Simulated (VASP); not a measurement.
# CdO2 (P-3m1) in VASP: a series of runs

The runs below take CdO2 through single point, with r2SCAN.

Everything below comes from runs of VASP 6.6.1. Logs are shortened: lines on timing, memory, paths and dates and some standing lists are left out, and cuts for length are marked.

## (1) The cell of the first run

It takes space group P-3m1 (No. 164, trigonal). Conventional cell: a = 3.328 Å, b = 3.328 Å, c = 3.423 Å, α = 90.00°, β = 90.00°, γ = 120.00°. Within 2.9 Å of Cd (site symmetry -3m) lie 6 O at 2.16 Å. Within 2.9 Å of O (site symmetry 3m) lie 3 Cd at 2.16 Å and 6 O at 2.40 to 2.76 Å.

## (2) Single point, r2SCAN

Contents of POSCAR:

```
CdO2
1.0
    3.3281589686      0.0000000000      0.0000000000
   -1.6640794843      2.8822702147      0.0000000000
    0.0000000000      0.0000000000      3.4232039852
Cd O
1 2
Direct
    0.0000000000      0.0000000000      0.0000000000
    0.6666666667      0.3333333333      0.7102792092
    0.3333333333      0.6666666667      0.2897207908
```

Contents of INCAR.step1:

```
PREC = Accurate
ENCUT = 520
ISMEAR = -1
SIGMA = 0.1
LREAL = F
LASPH = T
NELM = 60
NBANDS = 19
GGA = PE
ALGO = Normal
EDIFF = 1E-4
LWAVE = T
LCHARG = F
```

Contents of INCAR.step2:

```
PREC = Accurate
ENCUT = 520
EDIFF = 1E-6
ISMEAR = -1
SIGMA = 0.1
LREAL = F
LASPH = T
NELM = 60
ALGO = Normal
ISIF = 2
LWAVE = F
LCHARG = T
METAGGA = R2SCAN
LMIXTAU = T
LELF = T
LVHAR = T
NBANDS = 19
ISTART = 1
```

Contents of KPOINTS:

```
Automatic mesh
0
Gamma
  9 9 6
```

Potentials or basis: VASP PAW PBE potentials, release 64 (Cd, O).

Started as:

```sh
> cat potpaw_PBE.64/Cd/POTCAR potpaw_PBE.64/O/POTCAR > POTCAR
> cp INCAR.step1 INCAR
> mpirun -np 1 vasp_std > vasp.out
> cp INCAR.step2 INCAR
> mpirun -np 1 vasp_std > vasp.out
```

OUTCAR:

```text
PREC = Accurate
   ENCUT = 520
   EDIFF = 1E-6
   ISMEAR = -1
   LREAL = F
   LASPH = T
   NELM = 60
   ISIF = 2
   METAGGA = R2SCAN
   ISTART = 1

 ion  position               nearest neighbor table
   1  0.000  0.000  0.000-   2 2.16   3 2.16   2 2.16   3 2.16   2 2.16   3 2.16
   2  0.667  0.333  0.710-   1 2.16   1 2.16   1 2.16
   3  0.333  0.667  0.290-   1 2.16   1 2.16   1 2.16

  LATTYP: Found a hexagonal cell.
 ALAT       =     3.3281589686
 C/A-ratio  =     1.0285578356

  Lattice vectors:

 A1 = (   3.3281589686,   0.0000000000,   0.0000000000)
 A2 = (  -1.6640794843,   2.8822702147,   0.0000000000)
 A3 = (   0.0000000000,   0.0000000000,   3.4232039852)

Analysis of symmetry for initial positions (statically):
=====================================================================
 Subroutine PRICEL returns:
 Original cell was already a primitive cell.

 Routine SETGRP: Setting up the symmetry group for a
 hexagonal supercell.

 Subroutine GETGRP returns: Found 12 space group operations
 (whereof 12 operations were pure point group operations)
 out of a pool of 24 trial point group operations.

The static configuration has the point symmetry D_3d.

Analysis of symmetry for dynamics (positions and initial velocities):
=====================================================================
 Subroutine PRICEL returns:
 Original cell was already a primitive cell.

 Routine SETGRP: Setting up the symmetry group for a
 hexagonal supercell.

 Subroutine GETGRP returns: Found 12 space group operations
 (whereof 12 operations were pure point group operations)
 out of a pool of 24 trial point group operations.

The dynamic configuration has the point symmetry D_3d.

 Subroutine INISYM returns: Found 12 space group operations
 (whereof 12 operations are pure point group operations),
 and found     1 'primitive' translations

----------------------------------------------------------------------------------------

                                     Primitive cell

  volume of cell :      32.8376

  direct lattice vectors                    reciprocal lattice vectors
     3.328158969  0.000000000  0.000000000     0.300466417  0.173474367  0.000000000
    -1.664079484  2.882270215  0.000000000     0.000000000  0.346948733  0.000000000
     0.000000000  0.000000000  3.423203985     0.000000000  0.000000000  0.292123988

  length of vectors
     3.328158969  3.328158969  3.423203985     0.346948733  0.346948733  0.292123988

  position of ions in fractional coordinates (direct lattice)
     0.000000000  0.000000000  0.000000000
     0.666666667  0.333333333  0.710279209
     0.333333333  0.666666667  0.289720791

  ion indices of the primitive-cell ions
   primitive index   ion index
                 1           1
                 2           2
                 3           3

----------------------------------------------------------------------------------------

 KPOINTS: Automatic mesh

Automatic generation of k-mesh.
 Grid dimensions read from file:
 generate k-points for:    9    9    6

 Generating k-lattice:

  Cartesian coordinates                     Fractional coordinates (reciprocal lattice)
     0.033385157  0.019274930  0.000000000     0.111111111  0.000000000  0.000000000
     0.000000000  0.038549859  0.000000000     0.000000000  0.111111111  0.000000000
     0.000000000  0.000000000  0.048687331     0.000000000  0.000000000  0.166666667

  Length of vectors
     0.038549859  0.038549859  0.048687331

  Shift w.r.t. Gamma in fractional coordinates (k-lattice)
     0.000000000  0.000000000  0.000000000

 Subroutine IBZKPT returns following result:
 ===========================================

 Found     62 irreducible k-points:

 Following reciprocal coordinates:
            Coordinates               Weight
  0.000000  0.000000  0.000000      1.000000
  0.111111  0.000000  0.000000      6.000000
  0.222222 -0.000000  0.000000      6.000000
  0.333333  0.000000  0.000000      6.000000
  0.444444 -0.000000  0.000000      6.000000
  0.111111  0.111111  0.000000      6.000000
[... 16 lines left out ...]
  0.222222  0.111111  0.166667     12.000000
 -0.111111  0.333333  0.166667     12.000000
 [... further k-points ...]
   k-points           NKPTS =     62   k-points in BZ     NKDIM =     62   number of bands    NBANDS=     19
   number of dos      NEDOS =    301   number of ions     NIONS =      3
   total plane-waves  NPLWV =  21952
   dimension x,y,z NGX =    28 NGY =   28 NGZ =   28
   dimension x,y,z NGXF=    56 NGYF=   56 NGZF=   56
   ions per type =               1   2
   NGX,Y,Z   is equivalent  to a cutoff of  13.99, 13.99, 13.60 a.u.
   NGXF,Y,Z  is equivalent  to a cutoff of  27.97, 27.97, 27.20 a.u.
 SYSTEM =  unknown system
   PREC   = accura    normal or accurate (medium, high low for compatibility)
   ISTART =      1    job   : 0-new  1-cont  2-samecut
   ICHARG =      0    charge: 1-file 2-atom 10-const
   ISPIN  =      1    spin polarized calculation?
   LNONCOLLINEAR =      F non collinear calculations
   LSORBIT =      F    spin-orbit coupling
   LASPH  =      T    aspherical Exc in radial PAW
   ENCUT  =  520.0 eV  38.22 Ry    6.18 a.u.   6.19  6.19  6.36*2*pi/ulx,y,z
   NELM   =     60;   NELMIN=  2; NELMDL=  0     # of ELM steps
   EDIFF  = 0.1E-05   stopping-criterion for ELM
   LREAL  =      F    real-space projection
   EDIFFG = 0.1E-04   stopping-criterion for IOM
   NSW    =      0    number of steps for IOM
   IBRION =     -1    ionic relax: 0-MD 1-quasi-New 2-CG
   NFREE  =      0    steps in history (QN), initial steepest desc. (CG)
   ISIF   =      2    stress and relaxation
   ISYM   =      2    0-nonsym 1-usesym 2-fastsym
   POTIM  = 0.5000    time-step for ionic-motion
   TEBEG  =    0.0;   TEEND  =   0.0 temperature during run
   PSTRESS=    0.0 pullay stress
   NELECT =      24.0000    total number of electrons
   NUPDOWN=      -1.0000    fix difference up-down
   EMIN   =  10.00;   EMAX   =-10.00  energy-range for DOS
   EFERMI =   0.00;   METHOD = LEGACY
   ISMEAR =    -1;   SIGMA  =   0.10  broadening in eV -4-tet -1-fermi 0-gaus
   EFERMI_NEDOS =   21; number of points for ismear=-14 and -15
   IALGO  =     38    algorithm
   IMIX   =      4    mixing-type and parameters
     AMIX     =   0.40;   BMIX     =  1.00
     AMIX_MAG =   1.60;   BMIX_MAG =  1.00
  volume/ion in A,a.u.               =      10.95        73.87
  Fermi-wavevector in a.u.,A,eV,Ry     =   1.474647  2.786679 29.587008  2.174584
  Thomas-Fermi vector in A             =   2.589393
   LORBIT       =      0    0 simple, 1 ext, 2 COOP (PROOUT), +10 PAW based schemes
   METAGGA = R2SCAN    functional components
   LHFCALC =     F    Hartree Fock is set to
   AEXX    =    0.0000 exact exchange contribution
   IVDW    =     0    specifies the selected vdW correction
   LEPSILON=     F    determine dielectric tensor
   LRPA    =     F    only Hartree local field effects (RPA)
 non-spin polarized calculation
  energy-cutoff  :      520.00
  volume of cell :       32.84
 maximum number of plane-waves:       912
 NGX is ok and might be reduce to    28
   NGX = 13   NGY = 13   NGZ = 13

 number of electron      23.9999998 magnetization

 Free energy of the ion-electron system (eV)
  ---------------------------------------------------
  ext. energy  EPLUGINS =         0.00000000
  ---------------------------------------------------
  free energy    TOTEN  =       -31.93017217 eV

  energy without entropy =      -31.84213084  energy(sigma->0) =      -31.88615150

 E-fermi :   1.7048     XC(G=0): -12.5648

 val. band max:        1.6907055433   @ k =   0.0000   0.3333   0.1667
 cond. band min:       1.7078679659   @ k =   0.4444   0.1111   0.5000
 fundamental gap:      0.0171624227
 Fermi energy:         1.7048430909

 k-point     1 :       0.0000    0.0000    0.0000
  band No.  band energies     occupation
      1     -18.0737      2.00000
      2     -15.2420      2.00000
      3      -6.5891      2.00000
      4      -6.5891      2.00000
      5      -6.3633      2.00000
      6      -5.1829      2.00000
[... 11 lines left out ...]
     18      19.7018      0.00000
     19      24.3977      0.00000

 k-point     2 :       0.1111    0.0000    0.0000
  band No.  band energies     occupation
      1     -17.9726      2.00000
      2     -15.3500      2.00000
      3      -6.5003      2.00000
      4      -6.3966      2.00000
      5      -6.2731      2.00000
      6      -5.2216      2.00000
[... 11 lines left out ...]
     18      20.4264      0.00000
     19      22.6916      0.00000

 k-point     3 :       0.2222   -0.0000    0.0000
  band No.  band energies     occupation
      1     -17.6934      2.00000
      2     -15.6265      2.00000
      3      -6.2693      2.00000
      4      -6.1113      2.00000
      5      -5.8780      2.00000
      6      -5.3109      2.00000
[... 11 lines left out ...]
     18      20.0908      0.00000
     19      21.4141      0.00000

 k-point     4 :       0.3333    0.0000    0.0000
  band No.  band energies     occupation
      1     -17.3036      2.00000
      2     -15.9777      2.00000
      3      -6.0210      2.00000
      4      -5.8922      2.00000
      5      -5.6940      2.00000
      6      -5.1754      2.00000
[... 11 lines left out ...]
     18      18.8329      0.00000
     19      20.7666      0.00000

 k-point     5 :       0.4444   -0.0000    0.0000
  band No.  band energies     occupation
      1     -16.9168      2.00000
      2     -16.3189      2.00000
      3      -5.9028      2.00000
      4      -5.8877      2.00000
      5      -5.7259      2.00000
      6      -5.0318      2.00000
[... 11 lines left out ...]
     18      18.6540      0.00000
     19      20.2963      0.00000

 k-point     6 :       0.1111    0.1111    0.0000
  band No.  band energies     occupation
      1     -17.7826      2.00000
      2     -15.5405      2.00000
      3      -6.3630      2.00000
      4      -6.1073      2.00000
      5      -6.0558      2.00000
      6      -5.2713      2.00000
[... 11 lines left out ...]
     18      20.6110      0.00000
     19      21.3219      0.00000

 k-point     7 :       0.2222    0.1111    0.0000
  band No.  band energies     occupation
      1     -17.4494      2.00000
      2     -15.8452      2.00000
      3      -6.1468      2.00000
      4      -5.8754      2.00000
      5      -5.6744      2.00000
      6      -5.2888      2.00000
[... 11 lines left out ...]
     18      19.7276      0.00000
     19      20.6442      0.00000

 k-point     8 :       0.3333    0.1111    0.0000
  band No.  band energies     occupation
      1     -17.0595      2.00000
      2     -16.1803      2.00000
      3      -5.9583      2.00000
      4      -5.7768      2.00000
      5      -5.6884      2.00000
      6      -5.1494      2.00000
[... 256 lines left out ...]
 k-point    20 :       0.4444   -0.0000    0.1667
  band No.  band energies     occupation
      1     -16.8267      2.00000
      2     -16.3653      2.00000
      3      -5.9784      2.00000
      4      -5.9735      2.00000
      5      -5.5540      2.00000
      6      -5.0531      2.00000
[... 11 lines left out ...]
     18      18.3243      0.00000
     19      23.2702      0.00000

 k-point    21 :       0.0000    0.4444    0.1667
  band No.  band energies     occupation
      1     -16.9384      2.00000
      2     -16.2269      2.00000
      3      -6.0803      2.00000
      4      -6.0420      2.00000
      5      -5.6218      2.00000
      6      -5.0246      2.00000
[... 11 lines left out ...]
     18      18.6383      0.00000
     19      22.6115      0.00000

 k-point    22 :       0.1111    0.1111    0.1667
  band No.  band energies     occupation
      1     -17.6411      2.00000
      2     -15.6798      2.00000
      3      -6.3387      2.00000
      4      -6.2796      2.00000
      5      -5.8056      2.00000
      6      -5.3519      2.00000
[... 11 lines left out ...]
     18      18.5908      0.00000
     19      22.6213      0.00000

 k-point    23 :       0.2222    0.1111    0.1667
  band No.  band energies     occupation
      1     -17.3210      2.00000
      2     -15.9537      2.00000
      3      -6.1035      2.00000
      4      -5.8893      2.00000
      5      -5.6595      2.00000
      6      -5.3581      2.00000
[... 11 lines left out ...]
     18      18.1568      0.00000
     19      23.4557      0.00000

 k-point    24 :      -0.1111    0.3333    0.1667
  band No.  band energies     occupation
      1     -17.3599      2.00000
      2     -15.8885      2.00000
      3      -6.2109      2.00000
      4      -6.0644      2.00000
      5      -5.5345      2.00000
      6      -5.4648      2.00000
[... 11 lines left out ...]
     18      18.9887      0.00000
     19      21.9824      0.00000

 [... further k-points ...]
[... 5 lines left out ...]
  --------------------------------------------------------------------------------------
  -------------------------------------------------------------------------------------
  Total        2.7705020      2.7705020      2.4090469      0.0000000      0.0000000      0.0000000
  in kB      135.1753520    135.1753520    117.5396231      0.0000000      0.0000000      0.0000000
  external PRESSURE =     129.2967757 kB  Pullay stress =       0.0000000 kB

 VOLUME and BASIS-vectors are now :
 -----------------------------------------------------------------------------
  energy-cutoff  :      520.00
  volume of cell :       32.84
      direct lattice vectors                 reciprocal lattice vectors
     3.328158969  0.000000000  0.000000000     0.300466417  0.173474367  0.000000000
    -1.664079484  2.882270215  0.000000000     0.000000000  0.346948733  0.000000000
     0.000000000  0.000000000  3.423203985     0.000000000  0.000000000  0.292123988

 POSITION                                       TOTAL-FORCE (eV/Angst)
 -----------------------------------------------------------------------------------
      0.00000      0.00000      0.00000         0.000000      0.000000     -0.000000
      1.66408      0.96076      2.43143        -0.000000      0.000000     -0.177052
     -0.00000      1.92151      0.99177         0.000000     -0.000000      0.177052
 -----------------------------------------------------------------------------------
    total drift:                                0.000000     -0.000000     -0.000000

  FREE ENERGIE OF THE ION-ELECTRON SYSTEM (eV)
  ---------------------------------------------------
  free  energy   TOTEN  =       -31.9301721664 eV

  energy  without entropy=      -31.8421308415  energy(sigma->0) =      -31.88615150
```

Wall time 98 s (1 thread of AMD EPYC 9R45 (Zen 5), shared host); peak memory 0.15 GiB.

Results:

| Item | Value |
| --- | --- |
| Free energy | -31.9302 eV |
| Pressure | 12.9 GPa |
| Largest force | 0.177 eV/Å |
| Band gap on the k mesh | zero (band 12 reaches 2.39 eV, above the bottom of band 13 at 0.73 eV) |

Forces in eV/Å, atoms in the order of the input:
```
Cd   0.000  0.000  0.000
O    0.000  0.000 -0.177
O    0.000  0.000  0.177
```

Stress tensor (GPa, compression positive):
```
13.52  0.00  0.00
 0.00 13.52  0.00
 0.00  0.00 11.75
```

Levels at points of the mesh, in eV from the Fermi level:
```csv
k point,band 10,band 11,band 12,band 13,band 14,band 15
"(0.00, 0.00, 0.00)",-1.25,-0.69,-0.69,-0.09,4.24,10.21
"(0.00, 0.00, 0.50)",-2.20,-2.20,0.42,0.42,8.15,8.17
```

Caveat: the PAW data sets were made with another functional, which shifts forces and pressure a little.

## (3) Single point, r2SCAN

This run uses another cell than the first one, of 11.37 Å³/atom, 1.039 times its volume.

Contents of POSCAR:

```
CdO2
1.0
    3.3499779241      0.0000000000      0.0000000000
   -1.6749889620      2.9011659844      0.0000000000
    0.0000000000      0.0000000000      3.5095078068
Cd O
1 2
Direct
    0.0000000000      0.0000000000      0.0000000000
    0.6666666667      0.3333333333      0.7150079971
    0.3333333333      0.6666666667      0.2849920029
```

Contents of INCAR.step1:

```
SYSTEM = CdO2
ALGO = Normal
EDIFF = 1E-4
ENCUT = 520
GGA = PE
ISMEAR = -1
LASPH = .True.
LCHARG = .False.
LREAL = .False.
LWAVE = .True.
NBANDS = 19
NELM = 80
PREC = Accurate
SIGMA = 0.1
```

Contents of INCAR.step2:

```
SYSTEM = CdO2
ALGO = Normal
EDIFF = 1E-6
ENCUT = 520
ISIF = 2
ISMEAR = -1
ISTART = 1
LASPH = .True.
LCHARG = .False.
LMIXTAU = .True.
LREAL = .False.
LWAVE = .False.
METAGGA = R2SCAN
NBANDS = 19
NELM = 80
PREC = Accurate
SIGMA = 0.1
```

Contents of KPOINTS:

```
k-points
0
Gamma
  9 9 6
  0 0 0
```

Potentials or basis: VASP PAW PBE potentials, release 64 (Cd, O).

Started as:

```sh
> cat potpaw_PBE.64/Cd/POTCAR potpaw_PBE.64/O/POTCAR > POTCAR
> cp INCAR.step1 INCAR
> mpirun -np 1 vasp_std > vasp.out
> cp INCAR.step2 INCAR
> mpirun -np 1 vasp_std > vasp.out
```

Run time: 89 s. Hardware: 1 thread of AMD EPYC 9R45 (Zen 5), shared host; peak memory 0.16 GiB.

Results (log left out):

```
Free energy            : -32.0025 eV
Pressure               : 7.6 GPa
Largest force          : 0.166 eV/Å
Band gap on the k mesh : zero (band 12 reaches 1.94 eV, above the bottom of band 13 at 0.28 eV)
```

Forces in eV/Å, atoms in the order of the input:
```
Cd   0.000  0.000  0.000
O    0.000  0.000 -0.166
O    0.000  0.000  0.166
```

Stress tensor (GPa, compression positive):
```
8.13 0.00 0.00
0.00 8.13 0.00
0.00 0.00 6.52
```

Levels at points of the mesh, in eV from the Fermi level:
```tsv
k point	band 9	band 10	band 11	band 12	band 13	band 14	band 15	band 16
(0.00, 0.00, 0.00)	-1.18	-1.18	-0.59	-0.59	-0.03	4.15	10.05	15.05
(0.00, 0.00, 0.50)	-2.38	-2.01	-2.01	0.39	0.39	7.83	8.05	15.48
```

Caveat: the PAW data sets were made with another functional, which shifts forces and pressure a little.

(Part 1 of 2 ends here.)
